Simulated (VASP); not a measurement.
# AlN (P6_3mc) in VASP: electric field gradients with PBE

Aim: the electric field gradients of AlN with PBE.

Program: VASP 6.6.1. These are calculated values, not measurements. Logs are shortened: lines on timing, memory, paths and dates and some standing lists are left out, and cuts for length are marked.

## 1. The cell of the first run

The structure is hexagonal, space group P6_3mc (No. 186). The conventional cell has a = 3.018 Å, b = 3.018 Å, c = 4.978 Å, α = 90.00°, β = 90.00°, γ = 120.00°. Within 2.4 Å of Al (site symmetry 3m) lie 4 N at 1.83 to 1.92 Å. N (site symmetry 3m) has 4 Al at 1.83 to 1.92 Å within 2.4 Å.

## 2. Electric field gradients, PBE (equal xx and yy strain of -3 %)

Input file INCAR:

```
SYSTEM = AlN
PREC = Accurate ; ENCUT = 520
EDIFF = 1E-8 ; ISMEAR = -1
SIGMA = 0.02 ; LREAL = .FALSE.
LASPH = .TRUE. ; NELM = 60
ALGO = Normal ; ISIF = 2
LWAVE = .FALSE. ; LCHARG = .FALSE.
GGA = PE ; LEFG = .TRUE.
NBANDS = 16
```

Input file KPOINTS:

```
regular mesh
0
G
  11 11 6
  0 0 0
```

Input file POSCAR:

```
AlN
1.0
    3.0176720870      0.0000000000      0.0000000000
   -1.5088360435      2.6133806877      0.0000000000
    0.0000000000      0.0000000000      4.9780000000
Al N
2 2
Direct
    0.3333333333      0.6666666667      0.0000000000
    0.6666666667      0.3333333333      0.5000000000
    0.3333333333      0.6666666667      0.3850000000
    0.6666666667      0.3333333333      0.8850000000
```

Potentials or basis: VASP PAW PBE potentials, release 64 (Al, N).

Command:

```bash
> cat potpaw_PBE.64/Al/POTCAR potpaw_PBE.64/N/POTCAR > POTCAR
> mpirun -np 1 vasp_std > vasp.out
```

OUTCAR:

```text
SYSTEM = AlN
   PREC = Accurate
   ENCUT = 520
   EDIFF = 1E-8
   ISMEAR = -1
   LREAL = .FALSE.
   LASPH = .TRUE.
   NELM = 60
   ISIF = 2
   GGA = PE

 ion  position               nearest neighbor table
   1  0.333  0.667  0.000-   4 1.83   4 1.83   4 1.83   3 1.92   2 3.04   2 3.04   2 3.04   2 3.04
                             2 3.04   2 3.04
   2  0.667  0.333  0.500-   3 1.83   3 1.83   3 1.83   4 1.92   1 3.04   1 3.04   1 3.04   1 3.04
                             1 3.04   1 3.04
   3  0.333  0.667  0.385-   2 1.83   2 1.83   2 1.83   1 1.92
   4  0.667  0.333  0.885-   1 1.83   1 1.83   1 1.83   2 1.92

  LATTYP: Found a hexagonal cell.
 ALAT       =     3.0176720870
 C/A-ratio  =     1.6496159478

  Lattice vectors:

 A1 = (   3.0176720870,   0.0000000000,   0.0000000000)
 A2 = (  -1.5088360435,   2.6133806877,   0.0000000000)
 A3 = (   0.0000000000,   0.0000000000,   4.9780000000)

Analysis of symmetry for initial positions (statically):
=====================================================================
 Subroutine PRICEL returns:
 Original cell was already a primitive cell.

 Routine SETGRP: Setting up the symmetry group for a
 hexagonal supercell.

 Subroutine GETGRP returns: Found 12 space group operations
 (whereof  6 operations were pure point group operations)
 out of a pool of 24 trial point group operations.

The static configuration has the point symmetry C_3v.
 The point group associated with its full space group is C_6v.

Analysis of symmetry for dynamics (positions and initial velocities):
=====================================================================
 Subroutine PRICEL returns:
 Original cell was already a primitive cell.

 Routine SETGRP: Setting up the symmetry group for a
 hexagonal supercell.

 Subroutine GETGRP returns: Found 12 space group operations
 (whereof  6 operations were pure point group operations)
 out of a pool of 24 trial point group operations.

The dynamic configuration has the point symmetry C_3v.
 The point group associated with its full space group is C_6v.

 Subroutine INISYM returns: Found 12 space group operations
 (whereof  6 operations are pure point group operations),
 and found     1 'primitive' translations

----------------------------------------------------------------------------------------

                                     Primitive cell

  volume of cell :      39.2581

  direct lattice vectors                    reciprocal lattice vectors
     3.017672087  0.000000000  0.000000000     0.331381267  0.191323064  0.000000000
    -1.508836043  2.613380688  0.000000000     0.000000000  0.382646128  0.000000000
     0.000000000  0.000000000  4.978000000     0.000000000  0.000000000  0.200883889

  length of vectors
     3.017672087  3.017672087  4.978000000     0.382646128  0.382646128  0.200883889

  position of ions in fractional coordinates (direct lattice)
     0.333333333  0.666666667  0.000000000
     0.666666667  0.333333333  0.500000000
     0.333333333  0.666666667  0.385000000
     0.666666667  0.333333333  0.885000000

  ion indices of the primitive-cell ions
   primitive index   ion index
                 1           1
                 2           2
                 3           3
                 4           4

----------------------------------------------------------------------------------------

 KPOINTS: regular mesh

Automatic generation of k-mesh.
 Grid dimensions read from file:
 generate k-points for:   11   11    6

 Generating k-lattice:

  Cartesian coordinates                     Fractional coordinates (reciprocal lattice)
[... 44 lines left out ...]
   total plane-waves  NPLWV =  23040
   dimension x,y,z NGX =    24 NGY =   24 NGZ =   40
   dimension x,y,z NGXF=    48 NGYF=   48 NGZF=   80
   ions per type =               2   2
   NGX,Y,Z   is equivalent  to a cutoff of  13.22, 13.22, 13.36 a.u.
   NGXF,Y,Z  is equivalent  to a cutoff of  26.44, 26.44, 26.72 a.u.
 SYSTEM =  AlN
   PREC   = accura    normal or accurate (medium, high low for compatibility)
   ISTART =      0    job   : 0-new  1-cont  2-samecut
   ICHARG =      2    charge: 1-file 2-atom 10-const
   ISPIN  =      1    spin polarized calculation?
   LNONCOLLINEAR =      F non collinear calculations
   LSORBIT =      F    spin-orbit coupling
   LASPH  =      T    aspherical Exc in radial PAW
   ENCUT  =  520.0 eV  38.22 Ry    6.18 a.u.   5.61  5.61  9.26*2*pi/ulx,y,z
   NELM   =     60;   NELMIN=  2; NELMDL= -5     # of ELM steps
   EDIFF  = 0.1E-07   stopping-criterion for ELM
   LREAL  =      F    real-space projection
   EDIFFG = 0.1E-06   stopping-criterion for IOM
   NSW    =      0    number of steps for IOM
   IBRION =     -1    ionic relax: 0-MD 1-quasi-New 2-CG
   NFREE  =      0    steps in history (QN), initial steepest desc. (CG)
   ISIF   =      2    stress and relaxation
   ISYM   =      2    0-nonsym 1-usesym 2-fastsym
   POTIM  = 0.5000    time-step for ionic-motion
   TEBEG  =    0.0;   TEEND  =   0.0 temperature during run
   PSTRESS=    0.0 pullay stress
   NELECT =      16.0000    total number of electrons
   NUPDOWN=      -1.0000    fix difference up-down
   EMIN   =  10.00;   EMAX   =-10.00  energy-range for DOS
   EFERMI =   0.00;   METHOD = LEGACY
   ISMEAR =    -1;   SIGMA  =   0.02  broadening in eV -4-tet -1-fermi 0-gaus
   EFERMI_NEDOS =   21; number of points for ismear=-14 and -15
   IALGO  =     38    algorithm
   IMIX   =      4    mixing-type and parameters
     AMIX     =   0.40;   BMIX     =  1.00
     AMIX_MAG =   1.60;   BMIX_MAG =  1.00
  volume/ion in A,a.u.               =       9.81        66.23
  Fermi-wavevector in a.u.,A,eV,Ry     =   1.213775  2.293703 20.044789  1.473250
  Thomas-Fermi vector in A             =   2.349216
   LORBIT       =      0    0 simple, 1 ext, 2 COOP (PROOUT), +10 PAW based schemes
   GGA     = PE    functional components
   LHFCALC =     F    Hartree Fock is set to
   AEXX    =    0.0000 exact exchange contribution
   IVDW    =     0    specifies the selected vdW correction
   LEPSILON=     F    determine dielectric tensor
   LRPA    =     F    only Hartree local field effects (RPA)
 non-spin polarized calculation
  energy-cutoff  :      520.00
  volume of cell :       39.26
 maximum number of plane-waves:      1099
 NGX is ok and might be reduce to    24
   NGX = 11   NGY = 11   NGZ = 19

 number of electron      16.0000001 magnetization

 Free energy of the ion-electron system (eV)
  ---------------------------------------------------
  ext. energy  EPLUGINS =         0.00000000
  ---------------------------------------------------
  free energy    TOTEN  =       -29.55041207 eV

  energy without entropy =      -29.55041207  energy(sigma->0) =      -29.55041207

 E-fermi :   7.1167     XC(G=0): -11.1831

 val. band max:        6.7000762736   @ k =   0.0000   0.0000   0.0000
 cond. band min:      11.4817398828   @ k =   0.0000   0.0000   0.0000
 fundamental gap:      4.7816636092
 Fermi energy:         7.1166578390

 k-point     1 :       0.0000    0.0000    0.0000
  band No.  band energies     occupation
      1      -8.8071      2.00000
      2      -6.6034      2.00000
      3       0.4180      2.00000
      4       5.9662      2.00000
      5       5.9662      2.00000
      6       6.5477      2.00000
[... 433 lines left out ...]
      3       1.5584      2.00000
      4       3.6561      2.00000
      5       4.0595      2.00000
      6       5.2739      2.00000
[... 8 lines left out ...]
     15      19.8229      0.00000
     16      20.9402      0.00000

 [... further k-points ...]

------------------------ aborting loop because EDIFF is reached ----------------------------------------

  FORCE on cell =-STRESS in cart. coord.  units (eV):
  Direction    XX          YY          ZZ          XY          YZ          ZX
  --------------------------------------------------------------------------------------
  -------------------------------------------------------------------------------------
  Total        6.0927260      6.0927260      1.7723790      0.0000000      0.0000000      0.0000000
  in kB      248.6523764    248.6523764     72.3331816      0.0000000      0.0000000      0.0000000
  external PRESSURE =     189.8793114 kB  Pullay stress =       0.0000000 kB

 VOLUME and BASIS-vectors are now :
 -----------------------------------------------------------------------------
  energy-cutoff  :      520.00
  volume of cell :       39.26
      direct lattice vectors                 reciprocal lattice vectors
     3.017672087  0.000000000  0.000000000     0.331381267  0.191323064  0.000000000
    -1.508836043  2.613380688  0.000000000     0.000000000  0.382646128  0.000000000
     0.000000000  0.000000000  4.978000000     0.000000000  0.000000000  0.200883889

 POSITION                                       TOTAL-FORCE (eV/Angst)
 -----------------------------------------------------------------------------------
     -0.00000      1.74225      0.00000         0.000000     -0.000000      0.604016
      1.50884      0.87113      2.48900        -0.000000      0.000000      0.604016
     -0.00000      1.74225      1.91653         0.000000      0.000000     -0.604016
      1.50884      0.87113      4.40553        -0.000000      0.000000     -0.604016
 -----------------------------------------------------------------------------------
    total drift:                               -0.000000      0.000000      0.000391

  FREE ENERGIE OF THE ION-ELECTRON SYSTEM (eV)
  ---------------------------------------------------
  free  energy   TOTEN  =       -29.5504120713 eV

  energy  without entropy=      -29.5504120713  energy(sigma->0) =      -29.55041207

 Electric field gradients (V/A^2)
---------------------------------------------------------------------
 ion       V_xx      V_yy      V_zz      V_xy      V_xz      V_yz
---------------------------------------------------------------------
   1      -8.377    -8.377    16.753     0.000    -0.000     0.000
   2      -8.377    -8.377    16.753     0.000     0.000    -0.000
   3      -3.733    -3.732     7.465     0.001    -0.000     0.000
   4      -3.733    -3.732     7.465     0.001     0.000    -0.000
---------------------------------------------------------------------

 Electric field gradients after diagonalization (V/A^2)
 (convention: |V_zz| > |V_xx| > |V_yy|)
----------------------------------------------------------------------
 ion       V_xx      V_yy      V_zz     asymmetry (V_yy - V_xx)/ V_zz
----------------------------------------------------------------------
   1      -8.377    -8.377    16.753       0.000
   2      -8.377    -8.377    16.753       0.000
   3      -3.734    -3.731     7.465       0.000
   4      -3.734    -3.731     7.465       0.000
----------------------------------------------------------------------

           NMR quadrupolar parameters

 Cq : quadrupolar parameter    Cq=e*Q*V_zz/h
 eta: asymmetry parameters     (V_yy - V_xx)/ V_zz
 Q  : nuclear electric quadrupole moment in mb (millibarn)
----------------------------------------------------------------------
 ion       Cq(MHz)       eta       Q (mb)
----------------------------------------------------------------------
   1       0.041       0.000       1.000
   2       0.041       0.000       1.000
   3       0.018       0.000       1.000
   4       0.018       0.000       1.000
----------------------------------------------------------------------
```

Run time: 64 s. Hardware: 1 thread of Intel Xeon 8259CL, shared host; peak memory 0.17 GiB.

Results:

```
Free energy                             : -29.5504 eV
Pressure                                : 19.0 GPa
Largest force                           : 0.604 eV/Å
Band gap on the k mesh                  : 4.78 eV
Largest electric field gradient by atom : Al +16.8; N +7.5 V/Å²
```

Forces on the atoms (eV/Å):
```
Al   0.000  0.000  0.604
Al   0.000  0.000  0.604
N    0.000  0.000 -0.604
N    0.000  0.000 -0.604
```

Electric field gradients, principal values (V/Å²):
```
atom   least  middle  greatest (by size)
1 Al  -8.377  -8.377              16.753
2 Al  -8.377  -8.377              16.753
 3 N  -3.731  -3.734               7.465
 4 N  -3.731  -3.734               7.465
```

Caveat: the cell differs from its parent crystal (equal xx and yy strain of -3 %); the stress differs along the axes, from 7 to 25 GPa; without QUAD_EFG the Cq values of the log hold for a quadrupole moment of 1 mb, not for the nuclei. A k mesh can miss the band edges.
